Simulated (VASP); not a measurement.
# ZnS (Cc) in VASP: a series of runs

Runs on ZnS. Level: r2SCAN. Tasks: single point.

Everything below comes from runs of VASP 6.6.1. Logs are shortened: lines on timing, memory, paths and dates and some standing lists are left out, and cuts for length are marked.

## (1) The cell of the first run

It takes space group Cc (No. 9, monoclinic). The conventional cell has a = 6.593 Å, b = 3.807 Å, c = 12.491 Å, α = 90.00°, β = 90.00°, γ = 90.00°. Zn (site symmetry 1) has 4 S at 2.33 to 2.34 Å within 3.1 Å. Within 3.0 Å of Zn (site symmetry 1) lie 4 S at 2.25 to 2.42 Å. Within 3.0 Å of S (site symmetry 1) lie 4 Zn at 2.25 to 2.42 Å. Within 3.1 Å of S (site symmetry 1) lie 4 Zn at 2.33 to 2.34 Å.

## (2) Single point, r2SCAN (atoms displaced along a vibrational mode)

POSCAR reads:

```
ZnS
1.0
    3.8067217473      0.0000000000      0.0000000000
   -1.9033608736      3.2967177383      0.0000000000
    0.0000000000      0.0000000000     12.4914703042
Zn S
4 4
Direct
    0.3329241775      0.6666666667      0.0026940355
    0.3337424892      0.6666666667      0.5026940355
    0.6579883879      0.3333333333      0.2526940355
    0.6753449454      0.3333333333      0.7526940355
    0.3530353250      0.6666666667      0.1898059645
    0.3136313417      0.6666666667      0.6898059645
    0.6666666667      0.3333333333      0.4398059645
    0.6666666667      0.3333333333      0.9398059645
```

INCAR.step1 reads:

```
SYSTEM = ZnS
PREC = Accurate ; ENCUT = 520
ISMEAR = 0 ; SIGMA = 0.05
LREAL = .False. ; LASPH = .True.
NELM = 80 ; NBANDS = 46
GGA = PE ; ALGO = Normal
EDIFF = 1E-4 ; LWAVE = .True.
LCHARG = .False.
```

INCAR.step2 reads:

```
SYSTEM = ZnS
PREC = Accurate ; ENCUT = 520
EDIFF = 1E-7 ; ISMEAR = 0
SIGMA = 0.05 ; LREAL = .False.
LASPH = .True. ; NELM = 80
ALGO = Normal ; ISIF = 2
LWAVE = .False. ; LCHARG = .False.
METAGGA = R2SCAN ; LMIXTAU = .True.
NBANDS = 46 ; ISTART = 1
```

KPOINTS reads:

```
Automatic mesh
0
Gamma
  6 6 2
  0 0 0
```

Potentials or basis: VASP PAW PBE potentials, release 64 (Zn, S).

Command:

```console
$ cat potpaw_PBE.64/Zn/POTCAR potpaw_PBE.64/S/POTCAR > POTCAR
$ cp INCAR.step1 INCAR
$ mpirun -np 1 vasp_std > vasp.out
$ cp INCAR.step2 INCAR
$ mpirun -np 1 vasp_std > vasp.out
```

OUTCAR:

```text
SYSTEM = ZnS
   PREC = Accurate
   ENCUT = 520
   EDIFF = 1E-7
   ISMEAR = 0
   LREAL = .False.
   LASPH = .True.
   NELM = 80
   ISIF = 2
   METAGGA = R2SCAN
   ISTART = 1

 ion  position               nearest neighbor table
   1  0.333  0.667  0.003-   8 2.33   8 2.33   8 2.34   5 2.34
   2  0.334  0.667  0.503-   7 2.33   7 2.33   7 2.34   6 2.34
   3  0.658  0.333  0.253-   5 2.25   5 2.34   7 2.34   5 2.42
   4  0.675  0.333  0.753-   6 2.25   6 2.34   8 2.34   6 2.42
   5  0.353  0.667  0.190-   3 2.25   3 2.34   1 2.34   3 2.42
   6  0.314  0.667  0.690-   4 2.25   4 2.34   2 2.34   4 2.42
   7  0.667  0.333  0.440-   2 2.33   2 2.33   2 2.34   3 2.34
   8  0.667  0.333  0.940-   1 2.33   1 2.33   1 2.34   4 2.34

  LATTYP: Found a hexagonal cell.
 ALAT       =     3.8067217473
 C/A-ratio  =     3.2814245783

  Lattice vectors:

 A1 = (   3.8067217473,   0.0000000000,   0.0000000000)
 A2 = (  -1.9033608736,   3.2967177383,   0.0000000000)
 A3 = (   0.0000000000,   0.0000000000,  12.4914703042)

Analysis of symmetry for initial positions (statically):
=====================================================================
 Subroutine PRICEL returns:
 Original cell was already a primitive cell.

 Routine SETGRP: Setting up the symmetry group for a
 hexagonal supercell.

 Subroutine GETGRP returns: Found  2 space group operations
 (whereof  1 operations were pure point group operations)
 out of a pool of 24 trial point group operations.

The static configuration has the point symmetry C_1 .
 The point group associated with its full space group is C_1h.

Analysis of symmetry for dynamics (positions and initial velocities):
=====================================================================
 Subroutine PRICEL returns:
 Original cell was already a primitive cell.

 Routine SETGRP: Setting up the symmetry group for a
 hexagonal supercell.

 Subroutine GETGRP returns: Found  2 space group operations
 (whereof  1 operations were pure point group operations)
 out of a pool of 24 trial point group operations.

The dynamic configuration has the point symmetry C_1 .
 The point group associated with its full space group is C_1h.

 Subroutine INISYM returns: Found  2 space group operations
 (whereof  1 operations are pure point group operations),
 and found     1 'primitive' translations

----------------------------------------------------------------------------------------

                                     Primitive cell

  volume of cell :     156.7640

  direct lattice vectors                    reciprocal lattice vectors
     3.806721747  0.000000000  0.000000000     0.262693222  0.151666002  0.000000000
    -1.903360874  3.296717738  0.000000000     0.000000000  0.303332005  0.000000000
     0.000000000  0.000000000 12.491470304     0.000000000  0.000000000  0.080054627

  length of vectors
     3.806721747  3.806721747 12.491470304     0.303332005  0.303332005  0.080054627

  position of ions in fractional coordinates (direct lattice)
     0.332924177  0.666666667  0.002694035
     0.333742489  0.666666667  0.502694035
     0.657988388  0.333333333  0.252694035
     0.675344945  0.333333333  0.752694035
     0.353035325  0.666666667  0.189805965
     0.313631342  0.666666667  0.689805965
     0.666666667  0.333333333  0.439805965
     0.666666667  0.333333333  0.939805965

  ion indices of the primitive-cell ions
   primitive index   ion index
                 1           1
                 2           2
                 3           3
                 4           4
                 5           5
                 6           6
                 7           7
                 8           8

----------------------------------------------------------------------------------------

 KPOINTS: Automatic mesh

Automatic generation of k-mesh.
 Grid dimensions read from file:
 generate k-points for:    6    6    2

 Generating k-lattice:

  Cartesian coordinates                     Fractional coordinates (reciprocal lattice)
     0.043782204  0.025277667  0.000000000     0.166666667  0.000000000  0.000000000
     0.000000000  0.050555334  0.000000000     0.000000000  0.166666667  0.000000000
     0.000000000  0.000000000  0.040027314     0.000000000  0.000000000  0.500000000

  Length of vectors
     0.050555334  0.050555334  0.040027314

  Shift w.r.t. Gamma in fractional coordinates (k-lattice)
     0.000000000  0.000000000  0.000000000

 Subroutine IBZKPT returns following result:
 ===========================================

 Found     26 irreducible k-points:

 Following reciprocal coordinates:
            Coordinates               Weight
  0.000000  0.000000  0.000000      1.000000
  0.166667  0.000000  0.000000      4.000000
  0.000000  0.166667  0.000000      2.000000
  0.333333  0.000000  0.000000      4.000000
  0.000000  0.333333  0.000000      2.000000
  0.500000  0.000000  0.000000      2.000000
[... 16 lines left out ...]
  0.333333  0.166667  0.500000      4.000000
 -0.166667  0.500000  0.500000      4.000000
 [... further k-points ...]
   k-points           NKPTS =     26   k-points in BZ     NKDIM =     26   number of bands    NBANDS=     46
   number of dos      NEDOS =    301   number of ions     NIONS =      8
   total plane-waves  NPLWV =  75264
   dimension x,y,z NGX =    28 NGY =   28 NGZ =   96
   dimension x,y,z NGXF=    56 NGYF=   56 NGZF=  192
   ions per type =               4   4
   NGX,Y,Z   is equivalent  to a cutoff of  12.23, 12.23, 12.78 a.u.
   NGXF,Y,Z  is equivalent  to a cutoff of  24.46, 24.46, 25.55 a.u.
 SYSTEM =  ZnS
   PREC   = accura    normal or accurate (medium, high low for compatibility)
   ISTART =      1    job   : 0-new  1-cont  2-samecut
   ICHARG =      0    charge: 1-file 2-atom 10-const
   ISPIN  =      1    spin polarized calculation?
   LNONCOLLINEAR =      F non collinear calculations
   LSORBIT =      F    spin-orbit coupling
   LASPH  =      T    aspherical Exc in radial PAW
   ENCUT  =  520.0 eV  38.22 Ry    6.18 a.u.   7.08  7.08 23.23*2*pi/ulx,y,z
   NELM   =     80;   NELMIN=  2; NELMDL=  0     # of ELM steps
   EDIFF  = 0.1E-06   stopping-criterion for ELM
   LREAL  =      F    real-space projection
   EDIFFG = 0.1E-05   stopping-criterion for IOM
   NSW    =      0    number of steps for IOM
   IBRION =     -1    ionic relax: 0-MD 1-quasi-New 2-CG
   NFREE  =      0    steps in history (QN), initial steepest desc. (CG)
   ISIF   =      2    stress and relaxation
   ISYM   =      2    0-nonsym 1-usesym 2-fastsym
   POTIM  = 0.5000    time-step for ionic-motion
   TEBEG  =    0.0;   TEEND  =   0.0 temperature during run
   PSTRESS=    0.0 pullay stress
   NELECT =      72.0000    total number of electrons
   NUPDOWN=      -1.0000    fix difference up-down
   EMIN   =  10.00;   EMAX   =-10.00  energy-range for DOS
   EFERMI =   0.00;   METHOD = LEGACY
   ISMEAR =     0;   SIGMA  =   0.05  broadening in eV -4-tet -1-fermi 0-gaus
   EFERMI_NEDOS =   21; number of points for ismear=-14 and -15
   IALGO  =     38    algorithm
   IMIX   =      4    mixing-type and parameters
     AMIX     =   0.40;   BMIX     =  1.00
     AMIX_MAG =   1.60;   BMIX_MAG =  1.00
  volume/ion in A,a.u.               =      19.60       132.24
  Fermi-wavevector in a.u.,A,eV,Ry     =   1.263097  2.386908 21.706940  1.595415
  Thomas-Fermi vector in A             =   2.396472
   LORBIT       =      0    0 simple, 1 ext, 2 COOP (PROOUT), +10 PAW based schemes
   METAGGA = R2SCAN    functional components
   LHFCALC =     F    Hartree Fock is set to
   AEXX    =    0.0000 exact exchange contribution
   IVDW    =     0    specifies the selected vdW correction
   LEPSILON=     F    determine dielectric tensor
   LRPA    =     F    only Hartree local field effects (RPA)
 non-spin polarized calculation
 Gauss-broadening in eV      SIGMA  =   0.05
  energy-cutoff  :      520.00
  volume of cell :      156.76
 maximum number of plane-waves:      4251
   NGX = 15   NGY = 15   NGZ = 47

 number of electron      72.0000015 magnetization

 Free energy of the ion-electron system (eV)
  ---------------------------------------------------
  ext. energy  EPLUGINS =         0.00000000
  ---------------------------------------------------
  free energy    TOTEN  =       -75.36949721 eV

  energy without entropy =      -75.36949721  energy(sigma->0) =      -75.36949721

 E-fermi :   2.1920     XC(G=0): -10.3099

 val. band max:        1.9200554712   @ k =   0.0000   0.0000   0.0000
 cond. band min:       4.7008783267   @ k =   0.0000   0.0000   0.0000
 fundamental gap:      2.7808228554
 Fermi energy:         2.1920201707

 k-point     1 :       0.0000    0.0000    0.0000
  band No.  band energies     occupation
      1     -11.8413      2.00000
      2     -11.4070      2.00000
      3     -11.3977      2.00000
      4     -10.8815      2.00000
      5      -4.6674      2.00000
      6      -4.6667      2.00000
[... 38 lines left out ...]
     45       9.1778      0.00000
     46       9.1807      0.00000

 k-point     2 :       0.1667    0.0000    0.0000
  band No.  band energies     occupation
      1     -11.6534      2.00000
      2     -11.2527      2.00000
      3     -11.2431      2.00000
      4     -10.7796      2.00000
      5      -4.6638      2.00000
      6      -4.6499      2.00000
[... 38 lines left out ...]
     45       9.1950      0.00000
     46       9.8014      0.00000

 k-point     3 :       0.0000    0.1667    0.0000
  band No.  band energies     occupation
      1     -11.6532      2.00000
      2     -11.2522      2.00000
      3     -11.2431      2.00000
      4     -10.7794      2.00000
      5      -4.6615      2.00000
      6      -4.6536      2.00000
[... 1018 lines left out ...]
     45       9.3657      0.00000
     46       9.4160      0.00000

 k-point    24 :      -0.1667    0.5000    0.5000
  band No.  band energies     occupation
      1     -10.8584      2.00000
      2     -10.8452      2.00000
      3     -10.6017      2.00000
      4     -10.5960      2.00000
      5      -4.5851      2.00000
      6      -4.5702      2.00000
[... 38 lines left out ...]
     45       9.3482      0.00000
     46       9.4484      0.00000

 [... further k-points ...]

------------------------ aborting loop because EDIFF is reached ----------------------------------------

  FORCE on cell =-STRESS in cart. coord.  units (eV):
  Direction    XX          YY          ZZ          XY          YZ          ZX
  --------------------------------------------------------------------------------------
  -------------------------------------------------------------------------------------
  Total        0.4359068      0.1888119      0.0811406      0.0000000     -0.1886725     -0.0000000
  in kB        4.4551033      1.9297161      0.8292821      0.0000000     -1.9282920     -0.0000000
  external PRESSURE =       2.4047005 kB  Pullay stress =       0.0000000 kB

 VOLUME and BASIS-vectors are now :
 -----------------------------------------------------------------------------
  energy-cutoff  :      520.00
  volume of cell :      156.76
      direct lattice vectors                 reciprocal lattice vectors
     3.806721747  0.000000000  0.000000000     0.262693222  0.151666002  0.000000000
    -1.903360874  3.296717738  0.000000000     0.000000000  0.303332005  0.000000000
     0.000000000  0.000000000 12.491470304     0.000000000  0.000000000  0.080054627

 POSITION                                       TOTAL-FORCE (eV/Angst)
 -----------------------------------------------------------------------------------
     -0.00156      2.19781      0.03365         0.030618     -0.007867      0.006368
      0.00156      2.19781      6.27939        -0.030618     -0.007867      0.006368
      1.87033      1.09891      3.15652         0.629760     -0.096449      0.082051
      1.93640      1.09891      9.40226        -0.629760     -0.096449      0.082051
      0.07500      2.19781      2.37096        -0.695808      0.114647     -0.083058
     -0.07500      2.19781      8.61669         0.695808      0.114647     -0.083058
      1.90336      1.09891      5.49382        -0.000096     -0.010332     -0.005362
      1.90336      1.09891     11.73956         0.000096     -0.010332     -0.005362
 -----------------------------------------------------------------------------------
    total drift:                               -0.000011      0.053320      0.040660

  FREE ENERGIE OF THE ION-ELECTRON SYSTEM (eV)
  ---------------------------------------------------
  free  energy   TOTEN  =       -75.3694972090 eV

  energy  without entropy=      -75.3694972090  energy(sigma->0) =      -75.36949721
```

Wall time 8 min (1 thread of AMD EPYC 9R45 (Zen 5), shared host); peak memory 0.34 GiB.

Results:

* Free energy: -75.3695 eV
* Pressure: 0.2 GPa
* Largest force: 0.710 eV/Å
* Band gap on the k mesh: 2.78 eV

Forces in eV/Å, atoms in the order of the input:
```
Zn   0.031 -0.008  0.006
Zn  -0.031 -0.008  0.006
Zn   0.630 -0.096  0.082
Zn  -0.630 -0.096  0.082
S   -0.696  0.115 -0.083
S    0.696  0.115 -0.083
S    0.000 -0.010 -0.005
S    0.000 -0.010 -0.005
```

Levels at points of the mesh, in eV from the valence-band top:
| k point | band 34 | band 35 | band 36 | band 37 | band 38 | band 39 |
| --- | --- | --- | --- | --- | --- | --- |
| (0.00, 0.00, 0.00) | -0.08 | 0.00 | 0.00 | 2.78 | 3.62 | 4.10 |
| (0.50, 0.00, 0.00) | -1.66 | -1.61 | -0.91 | 3.92 | 3.95 | 4.06 |
| (0.00, 0.50, 0.00) | -1.67 | -1.57 | -0.90 | 3.95 | 3.95 | 4.03 |
| (0.00, 0.00, 0.50) | -0.20 | -0.10 | -0.10 | 3.65 | 3.65 | 3.78 |
| (0.50, 0.00, 0.50) | -1.38 | -1.16 | -1.14 | 3.84 | 3.93 | 4.13 |
| (0.00, 0.50, 0.50) | -1.47 | -1.13 | -1.13 | 3.89 | 3.89 | 4.17 |

Caveat: the cell differs from its parent crystal (atoms displaced along a vibrational mode); the PAW data sets were made with another functional, which shifts forces and pressure a little.

## (3) Single point, r2SCAN (atoms displaced along a vibrational mode)

POSCAR reads:

```
ZnS
1.0
    3.8067217473      0.0000000000      0.0000000000
   -1.9033608736      3.2967177383      0.0000000000
    0.0000000000      0.0000000000     12.4914703042
Zn S
4 4
Direct
    0.3331969480      0.6666666667      0.0026940355
    0.3334697186      0.6666666667      0.5026940355
    0.6637739071      0.3333333333      0.2526940355
    0.6695594262      0.3333333333      0.7526940355
    0.3399006639      0.6666666667      0.1898059645
    0.3267660028      0.6666666667      0.6898059645
    0.6666666667      0.3333333333      0.4398059645
    0.6666666667      0.3333333333      0.9398059645
```

INCAR.step1 reads:

```
SYSTEM = ZnS
ALGO = Normal ; EDIFF = 1E-4
ENCUT = 520 ; GGA = PE
ISMEAR = 0 ; LASPH = .TRUE.
LCHARG = .FALSE. ; LREAL = .FALSE.
LWAVE = .TRUE. ; NBANDS = 46
NELM = 60 ; PREC = Accurate
SIGMA = 0.05
```

INCAR.step2 reads:

```
SYSTEM = ZnS
ALGO = Normal ; EDIFF = 1E-6
ENCUT = 520 ; ISIF = 2
ISMEAR = 0 ; ISTART = 1
LASPH = .TRUE. ; LCHARG = .FALSE.
LMIXTAU = .TRUE. ; LREAL = .FALSE.
LWAVE = .FALSE. ; METAGGA = R2SCAN
NBANDS = 46 ; NELM = 60
PREC = Accurate ; SIGMA = 0.05
```

KPOINTS reads:

```
k-points
0
G
  6 6 2
  0 0 0
```

Potentials or basis: VASP PAW PBE potentials, release 64 (Zn, S).

Command:

```console
$ cat potpaw_PBE.64/Zn/POTCAR potpaw_PBE.64/S/POTCAR > POTCAR
$ cp INCAR.step1 INCAR
$ mpirun -np 1 vasp_std > vasp.out
$ cp INCAR.step2 INCAR
$ mpirun -np 1 vasp_std > vasp.out
```

Run time: 7.9 min. Hardware: 1 thread of AMD EPYC 9R45 (Zen 5), shared host; peak memory 0.34 GiB.

It converged, with:

- Free energy: -75.4344 eV
- Pressure: 0.0 GPa
- Largest force: 0.228 eV/Å
- Band gap on the k mesh: 2.78 eV

Forces in eV/Å, atoms in the order of the input:
```
Zn   0.010 -0.002  0.003
Zn  -0.010 -0.002  0.003
Zn   0.215 -0.009  0.011
Zn  -0.215 -0.009  0.011
S   -0.228  0.012 -0.011
S    0.228  0.012 -0.011
S    0.000 -0.002 -0.003
S    0.000 -0.002 -0.003
```

Levels at points of the mesh, in eV from the valence-band top:
| k point | band 33 | band 34 | band 35 | band 36 | band 37 | band 38 | band 39 | band 40 |
| --- | --- | --- | --- | --- | --- | --- | --- | --- |
| (0.00, 0.00, 0.00) | -0.48 | -0.08 | 0.00 | 0.00 | 2.78 | 3.62 | 4.11 | 4.11 |
| (0.50, 0.00, 0.00) | -1.67 | -1.66 | -1.66 | -0.91 | 3.96 | 3.96 | 4.05 | 4.77 |
| (0.00, 0.50, 0.00) | -1.68 | -1.66 | -1.64 | -0.91 | 3.96 | 3.96 | 4.04 | 4.77 |
| (0.00, 0.00, 0.50) | -0.16 | -0.16 | -0.13 | -0.13 | 3.66 | 3.66 | 3.78 | 3.78 |
| (0.50, 0.00, 0.50) | -1.48 | -1.43 | -1.15 | -1.14 | 3.88 | 3.91 | 4.17 | 4.21 |
| (0.00, 0.50, 0.50) | -1.46 | -1.46 | -1.14 | -1.14 | 3.90 | 3.90 | 4.19 | 4.19 |

Caveat: the cell differs from its parent crystal (atoms displaced along a vibrational mode); the PAW data sets were made with another functional, which shifts forces and pressure a little.
